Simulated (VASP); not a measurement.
# InC2: single point with PBE

InC2:

```
CELL_PARAMETERS angstrom
5.44755 0.00000 0.00000
0.00000 5.44755 0.00000
0.00000 0.00000 5.56286
ATOMIC_POSITIONS crystal
In 0.50000 0.50000 0.00000
In 0.00000 0.00000 0.00000
C 0.91682 0.58318 0.00000
C 0.08318 0.41682 0.00000
C 0.58318 0.08318 0.00000
C 0.41682 0.91682 0.00000
```

The cell was built from a structure type or drawn by symmetry, and may not be a known phase.

* Program: VASP 6.6.1
* Task: single point
* Functional: PBE
* Potentials or basis: VASP PAW PBE potentials, release 64 (In_d, C)
* Cutoff: 520 eV
* k mesh: 8 × 8 × 10
* Occupations: gaussian, width 0.1 eV
* Spin: no spin polarisation
* Dipole correction: no
* Further INCAR settings: ALGO = Normal; EDIFF = 1e-06; NBANDS = 30

```yaml
Pressure: 0.1 GPa
Largest_force: 0.086 eV/Å
Band_gap_on_the_k_mesh: zero (bands 21 and 22 overlap by 1.31 eV)
```

Forces on the atoms (eV/Å):
```
In   0.000  0.000  0.000
In   0.000  0.000  0.000
C   -0.061  0.061  0.000
C    0.061 -0.061  0.000
C    0.061  0.061  0.000
C   -0.061 -0.061  0.000
```

Stress tensor (GPa, compression positive):
```
0.14 0.00 0.00
0.00 0.14 0.00
0.00 0.00 0.01
```

Levels at points of the mesh, in eV from the Fermi level:
```tsv
k point	band 18	band 19	band 20	band 21	band 22	band 23	band 24	band 25
(0.00, 0.00, 0.00)	-4.06	-3.79	-2.64	-1.83	2.16	3.18	3.37	3.37
(0.50, 0.00, 0.00)	-3.11	-2.30	-2.30	-0.39	-0.39	1.87	1.87	3.35
(0.50, 0.50, 0.00)	-2.88	-2.87	-2.87	0.91	0.91	0.92	0.92	2.00
(0.00, 0.00, 0.50)	-4.05	-4.02	-2.71	-1.82	1.96	2.33	3.03	3.03
(0.50, 0.00, 0.50)	-3.26	-2.29	-2.29	-0.33	-0.33	1.14	1.14	4.15
(0.50, 0.50, 0.50)	-2.98	-2.87	-2.87	0.23	0.23	0.93	0.93	2.37
```

Wall time 7.2 min on 1 thread of Intel(R) Xeon(R) Platinum 8259CL CPU @ 2.50GHz (Skylake/Cascade Lake), with other jobs on the host, peak memory 0.48 GiB.

Caveat: spin-orbit coupling is left out, which moves the levels of the heavy elements.
